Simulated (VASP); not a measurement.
# La (Fm-3m) in VASP: a series of runs

The runs below take La through single point, with LDA.

All numbers are computed with VASP 6.6.1; they aren't measurements. Logs are shortened: lines on timing, memory, paths and dates and some standing lists are left out, and cuts for length are marked.

## Step 1: The cell of the first run

It takes space group Fm-3m (No. 225, cubic). The conventional cell has a = 5.039 Å, b = 5.039 Å, c = 5.039 Å, α = 90.00°, β = 90.00°, γ = 90.00°. Within 4.7 Å of La (site symmetry m-3m) lie 12 La at 3.56 Å.

## Step 2: Single point, LDA

File INCAR:

```
SYSTEM = La
PREC = Accurate ; ENCUT = 520
EDIFF = 1E-6 ; ISMEAR = -1
SIGMA = 0.1 ; LREAL = .FALSE.
LASPH = .TRUE. ; NELM = 80
ALGO = Normal ; ISIF = 2
LWAVE = .FALSE. ; LCHARG = .FALSE.
NBANDS = 12
```

File KPOINTS:

```
Automatic mesh
0
G
  10 10 10
  0 0 0
```

File POSCAR:

```
La
1.0
    0.0000000000      2.5193877003      2.5193877003
    2.5193877003      0.0000000000      2.5193877003
    2.5193877003      2.5193877003      0.0000000000
La
1
Direct
    0.0000000000      0.0000000000      0.0000000000
```

Potentials or basis: VASP PAW LDA potentials, release 64 (La).

Command:

```sh
$ cat potpaw_LDA.64/La/POTCAR > POTCAR
$ mpirun -np 1 vasp_std > vasp.out
```

OUTCAR:

```text
SYSTEM = La
   PREC = Accurate
   ENCUT = 520
   EDIFF = 1E-6
   ISMEAR = -1
   LREAL = .FALSE.
   LASPH = .TRUE.
   NELM = 80
   ISIF = 2

 ion  position               nearest neighbor table
   1  0.000  0.000  0.000-

  LATTYP: Found a face centered cubic cell.
 ALAT       =     5.0387754006

  Lattice vectors:

 A1 = (   0.0000000000,   2.5193877003,   2.5193877003)
 A2 = (   2.5193877003,   0.0000000000,   2.5193877003)
 A3 = (   2.5193877003,   2.5193877003,   0.0000000000)

Analysis of symmetry for initial positions (statically):
=====================================================================
 Subroutine PRICEL returns:
 Original cell was already a primitive cell.

 Routine SETGRP: Setting up the symmetry group for a
 face centered cubic supercell.

 Subroutine GETGRP returns: Found 48 space group operations
 (whereof 48 operations were pure point group operations)
 out of a pool of 48 trial point group operations.

The static configuration has the point symmetry O_h .

Analysis of symmetry for dynamics (positions and initial velocities):
=====================================================================
 Subroutine PRICEL returns:
 Original cell was already a primitive cell.

 Routine SETGRP: Setting up the symmetry group for a
 face centered cubic supercell.

 Subroutine GETGRP returns: Found 48 space group operations
 (whereof 48 operations were pure point group operations)
 out of a pool of 48 trial point group operations.

The dynamic configuration has the point symmetry O_h .

 Subroutine INISYM returns: Found 48 space group operations
 (whereof 48 operations are pure point group operations),
 and found     1 'primitive' translations

----------------------------------------------------------------------------------------

                                     Primitive cell

  volume of cell :      31.9827

  direct lattice vectors                    reciprocal lattice vectors
     0.000000000  2.519387700  2.519387700    -0.198460920  0.198460920  0.198460920
     2.519387700  0.000000000  2.519387700     0.198460920 -0.198460920  0.198460920
     2.519387700  2.519387700  0.000000000     0.198460920  0.198460920 -0.198460920

  length of vectors
     3.562952255  3.562952255  3.562952255     0.343744396  0.343744396  0.343744396

  position of ions in fractional coordinates (direct lattice)
     0.000000000  0.000000000  0.000000000

  ion indices of the primitive-cell ions
   primitive index   ion index
                 1           1

----------------------------------------------------------------------------------------

 KPOINTS: Automatic mesh

Automatic generation of k-mesh.
 Grid dimensions read from file:
 generate k-points for:   10   10   10

 Generating k-lattice:

  Cartesian coordinates                     Fractional coordinates (reciprocal lattice)
    -0.019846092  0.019846092  0.019846092     0.100000000  0.000000000  0.000000000
     0.019846092 -0.019846092  0.019846092     0.000000000  0.100000000  0.000000000
     0.019846092  0.019846092 -0.019846092     0.000000000  0.000000000  0.100000000

  Length of vectors
     0.034374440  0.034374440  0.034374440

  Shift w.r.t. Gamma in fractional coordinates (k-lattice)
     0.000000000  0.000000000  0.000000000

 Subroutine IBZKPT returns following result:
 ===========================================

 Found     47 irreducible k-points:

 Following reciprocal coordinates:
            Coordinates               Weight
  0.000000  0.000000  0.000000      1.000000
  0.100000  0.000000  0.000000      8.000000
  0.200000  0.000000  0.000000      8.000000
  0.300000  0.000000  0.000000      8.000000
  0.400000  0.000000  0.000000      8.000000
  0.500000  0.000000  0.000000      4.000000
[... 16 lines left out ...]
  0.300000  0.300000  0.000000      6.000000
  0.400000  0.300000  0.000000     24.000000
 [... further k-points ...]
   k-points           NKPTS =     47   k-points in BZ     NKDIM =     47   number of bands    NBANDS=     12
   number of dos      NEDOS =    301   number of ions     NIONS =      1
   total plane-waves  NPLWV =  21952
   dimension x,y,z NGX =    28 NGY =   28 NGZ =   28
   dimension x,y,z NGXF=    56 NGYF=   56 NGZF=   56
   ions per type =               1
   NGX,Y,Z   is equivalent  to a cutoff of  13.06, 13.06, 13.06 a.u.
   NGXF,Y,Z  is equivalent  to a cutoff of  26.13, 26.13, 26.13 a.u.
 SYSTEM =  La
   PREC   = accura    normal or accurate (medium, high low for compatibility)
   ISTART =      0    job   : 0-new  1-cont  2-samecut
   ICHARG =      2    charge: 1-file 2-atom 10-const
   ISPIN  =      1    spin polarized calculation?
   LNONCOLLINEAR =      F non collinear calculations
   LSORBIT =      F    spin-orbit coupling
   LASPH  =      T    aspherical Exc in radial PAW
   ENCUT  =  520.0 eV  38.22 Ry    6.18 a.u.   6.62  6.62  6.62*2*pi/ulx,y,z
   NELM   =     80;   NELMIN=  2; NELMDL= -5     # of ELM steps
   EDIFF  = 0.1E-05   stopping-criterion for ELM
   LREAL  =      F    real-space projection
   EDIFFG = 0.1E-04   stopping-criterion for IOM
   NSW    =      0    number of steps for IOM
   IBRION =     -1    ionic relax: 0-MD 1-quasi-New 2-CG
   NFREE  =      0    steps in history (QN), initial steepest desc. (CG)
   ISIF   =      2    stress and relaxation
   ISYM   =      2    0-nonsym 1-usesym 2-fastsym
   POTIM  = 0.5000    time-step for ionic-motion
   TEBEG  =    0.0;   TEEND  =   0.0 temperature during run
   PSTRESS=    0.0 pullay stress
   NELECT =      11.0000    total number of electrons
   NUPDOWN=      -1.0000    fix difference up-down
   EMIN   =  10.00;   EMAX   =-10.00  energy-range for DOS
   EFERMI =   0.00;   METHOD = LEGACY
   ISMEAR =    -1;   SIGMA  =   0.10  broadening in eV -4-tet -1-fermi 0-gaus
   EFERMI_NEDOS =   21; number of points for ismear=-14 and -15
   IALGO  =     38    algorithm
   IMIX   =      4    mixing-type and parameters
     AMIX     =   0.40;   BMIX     =  1.00
     AMIX_MAG =   1.60;   BMIX_MAG =  1.00
  volume/ion in A,a.u.               =      31.98       215.83
  Fermi-wavevector in a.u.,A,eV,Ry     =   1.147010  2.167536 17.900275  1.315633
  Thomas-Fermi vector in A             =   2.283692
   LORBIT       =      0    0 simple, 1 ext, 2 COOP (PROOUT), +10 PAW based schemes
   GGA     = CA    functional components
   LHFCALC =     F    Hartree Fock is set to
   AEXX    =    0.0000 exact exchange contribution
   IVDW    =     0    specifies the selected vdW correction
   LEPSILON=     F    determine dielectric tensor
   LRPA    =     F    only Hartree local field effects (RPA)
 non-spin polarized calculation
  energy-cutoff  :      520.00
  volume of cell :       31.98
 maximum number of plane-waves:       889
   NGX = 13   NGY = 13   NGZ = 13

 number of electron      10.9999999 magnetization

 Free energy of the ion-electron system (eV)
  ---------------------------------------------------
  ext. energy  EPLUGINS =         0.00000000
  ---------------------------------------------------
  free energy    TOTEN  =        -5.60678547 eV

  energy without entropy =       -5.54332521  energy(sigma->0) =       -5.57505534

 E-fermi :   9.1903     XC(G=0): -10.3841

 val. band max:        9.1586858952   @ k =  -0.3000   0.3000   0.1000
 cond. band min:       9.2066653559   @ k =  -0.4000   0.2000   0.0000
 fundamental gap:      0.0479794606
 Fermi energy:         9.1903166651

 k-point     1 :       0.0000    0.0000    0.0000
  band No.  band energies     occupation
      1     -23.4106      2.00000
      2      -6.0147      2.00000
      3      -6.0147      2.00000
      4      -6.0147      2.00000
      5       6.1671      2.00000
      6      10.4385      0.00001
      7      10.7756      0.00000
      8      10.7756      0.00000
      9      10.7756      0.00000
     10      11.0881      0.00000
     11      11.0881      0.00000
     12      11.0881      0.00000

 k-point     2 :       0.1000    0.0000    0.0000
  band No.  band energies     occupation
      1     -23.3784      2.00000
      2      -6.2540      2.00000
      3      -6.0416      2.00000
      4      -6.0416      2.00000
      5       6.5289      2.00000
      6       9.9460      0.00104
      7      10.8050      0.00000
      8      10.8050      0.00000
      9      10.9944      0.00000
     10      11.0925      0.00000
     11      11.0925      0.00000
     12      11.2602      0.00000

 k-point     3 :       0.2000    0.0000    0.0000
  band No.  band energies     occupation
      1     -23.2927      2.00000
      2      -6.8356      2.00000
      3      -6.1109      2.00000
      4      -6.1109      2.00000
      5       7.2733      2.00000
      6       9.6617      0.01779
      7      10.8096      0.00000
      8      10.8096      0.00000
      9      10.8689      0.00000
     10      11.1069      0.00000
     11      11.1069      0.00000
     12      11.6629      0.00000
[... 286 lines left out ...]
 k-point    23 :       0.3000    0.3000    0.0000
  band No.  band energies     occupation
      1     -23.1083      2.00000
      2      -7.3986      2.00000
      3      -6.5282      2.00000
      4      -6.5282      2.00000
      5       7.7735      2.00000
      6       8.0874      1.99997
      7      10.7592      0.00000
      8      11.1662      0.00000
      9      11.1662      0.00000
     10      11.3691      0.00000
     11      11.4653      0.00000
     12      11.4654      0.00000

 k-point    24 :       0.4000    0.3000    0.0000
  band No.  band energies     occupation
      1     -23.0361      2.00000
      2      -7.6586      2.00000
      3      -6.6883      2.00000
      4      -6.6086      2.00000
      5       7.5836      2.00000
      6       8.0259      1.99998
      7      10.8203      0.00000
      8      11.1900      0.00000
      9      11.2800      0.00000
     10      11.3034      0.00000
     11      11.5165      0.00000
     12      11.5510      0.00000

 [... further k-points ...]

------------------------ aborting loop because EDIFF is reached ----------------------------------------

  FORCE on cell =-STRESS in cart. coord.  units (eV):
  Direction    XX          YY          ZZ          XY          YZ          ZX
  --------------------------------------------------------------------------------------
  -------------------------------------------------------------------------------------
  Total       -0.0130884     -0.0130884     -0.0130884     -0.0000000     -0.0000000      0.0000000
  in kB       -0.6556628     -0.6556628     -0.6556628     -0.0000000     -0.0000000      0.0000000
  external PRESSURE =      -0.6556628 kB  Pullay stress =       0.0000000 kB

 VOLUME and BASIS-vectors are now :
 -----------------------------------------------------------------------------
  energy-cutoff  :      520.00
  volume of cell :       31.98
      direct lattice vectors                 reciprocal lattice vectors
     0.000000000  2.519387700  2.519387700    -0.198460920  0.198460920  0.198460920
     2.519387700  0.000000000  2.519387700     0.198460920 -0.198460920  0.198460920
     2.519387700  2.519387700  0.000000000     0.198460920  0.198460920 -0.198460920

 POSITION                                       TOTAL-FORCE (eV/Angst)
 -----------------------------------------------------------------------------------
      0.00000      0.00000      0.00000        -0.000000     -0.000000     -0.000000
 -----------------------------------------------------------------------------------
    total drift:                                0.000000      0.000000      0.000000

  FREE ENERGIE OF THE ION-ELECTRON SYSTEM (eV)
  ---------------------------------------------------
  free  energy   TOTEN  =        -5.6067854741 eV

  energy  without entropy=       -5.5433252075  energy(sigma->0) =       -5.57505534
```

Run time: 23 s. Hardware: 1 thread of Intel Xeon Platinum 8175M at 2.50GHz (Skylake/Cascade Lake), shared host; peak memory 0.16 GiB.

Results:

```yaml
Free_energy: -5.6068 eV
Pressure: -0.1 GPa
```

Caveat: spin-orbit coupling is left out, which moves the levels of the heavy elements.

(Part 1 of 2 ends here.)
